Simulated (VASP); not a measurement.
Here is a VASP 6.6.1 calculation.

INCAR

```
PREC = Accurate
ENCUT = 520
EDIFF = 1E-7
ISMEAR = -1
SIGMA = 0.1
LREAL = F
LASPH = T
NELM = 100
ALGO = Normal
ISIF = 2
LWAVE = F
LCHARG = F
GGA = RE
NBANDS = 10
```

KPOINTS

```
regular mesh
0
Gamma
  13 13 13
```

The input POSCAR:

```
K
1.0
    0.0000000000      3.5531763790      3.5531763790
    3.5531763790      0.0000000000      3.5531763790
    3.5531763790      3.5531763790      0.0000000000
K
1
Direct
    0.0000000000      0.0000000000      0.0000000000
```

Potentials or basis: VASP PAW PBE potentials, release 64 (K_sv).

Launch:

```console
$ cat potpaw_PBE.64/K_sv/POTCAR > POTCAR
$ mpirun -np 1 vasp_std > vasp.out
```

What does it give for the band gap on the k mesh?

Zero (an odd number of electrons rules out a gap without spin polarisation).

Estimate the pressure.

-0.3 GPa.

Caveat: the PAW data sets were made with another functional, which shifts forces and pressure a little.
